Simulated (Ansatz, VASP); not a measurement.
La2Y2O in VASP and in Ansatz

```
La Y O
1.0
     4.86205    0.00000    0.00000
     0.00000    4.86205    0.00000
     0.00000    0.00000    5.52738
La Y O
2 2 1
Cartesian
  2.4310 2.4310 0.0000
  0.0000 0.0000 0.0000
  0.0000 2.4310 2.7637
  2.4310 0.0000 2.7637
  2.4310 2.4310 2.7637
```

Alike in both runs: functional PBE; k mesh 4 × 4 × 4; occupations gaussian, width 0.2 eV; no spin polarisation.

Ansatz relaxed the structure, and its values are those at the end. VASP's run is a single point on that final structure, the one shown.

|  | VASP | Ansatz |
| --- | --- | --- |
| version | VASP 6.6.1 | Ansatz 0.2.0 |
| potentials or method | VASP PAW PBE potentials, release 64 (La, Y_sv, O), cutoff 520 eV | scalar-relativistic, plane waves, PAW |
| valence electrons in the cell | 50 | 50 |

```tsv
	VASP	Ansatz	Ansatz less VASP
gap on the k mesh at the Fermi level (eV)	none	none	-
pressure (GPa)	-0.1	-0.1	+0.01
```

A gap of «none» marks a metal or a gap that the smearing closes. With one functional, cell and mesh, what is left measures potentials, basis and numerics.

Spin-orbit coupling is off throughout.
